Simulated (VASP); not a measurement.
InSb3, 4 atoms in the cell. It takes space group Fm-3m (No. 225, cubic). Conventional cell: a = 7.689 Å, b = 7.689 Å, c = 7.689 Å, α = 90.00°, β = 90.00°, γ = 90.00°. Within 4.4 Å of Sb (site symmetry m-3m) lie 8 Sb at 3.33 Å and 6 In at 3.84 Å. Within 4.4 Å of Sb (site symmetry -43m) lie 4 In at 3.33 Å and 10 Sb at 3.33 to 3.84 Å. In (site symmetry m-3m) has 14 Sb at 3.33 to 3.84 Å within 4.4 Å. 

- Program: VASP 6.6.1
- Task: single point
- Functional: PBE
- Potentials or basis: VASP PAW PBE potentials, release 64 (Sb, In_d)
- Cutoff: 520 eV
- k mesh: 6 × 6 × 6
- Occupations: fermi-dirac, width 0.05 eV
- Spin: no spin polarisation
- Dipole correction: no
- Further INCAR settings: ALGO = Normal; EDIFF = 1e-06; NBANDS = 22

Potentials or basis: VASP PAW PBE potentials, release 64 (Sb, In_d).

Run with:

```bash
$ cat potpaw_PBE.64/Sb/POTCAR potpaw_PBE.64/In_d/POTCAR > POTCAR
$ mpirun -np 1 vasp_std > vasp.out
```

Hardware: 1 thread of Intel(R) Xeon(R) 6975P-C (Granite Rapids) (shared host).

Question: How long does it take, and how much memory?

Answer: Run time: 17 s on 1 thread of Intel(R) Xeon(R) 6975P-C (Granite Rapids), on a shared host, peak memory 0.25 GiB. Counts: scf iterations 12, k points 16.
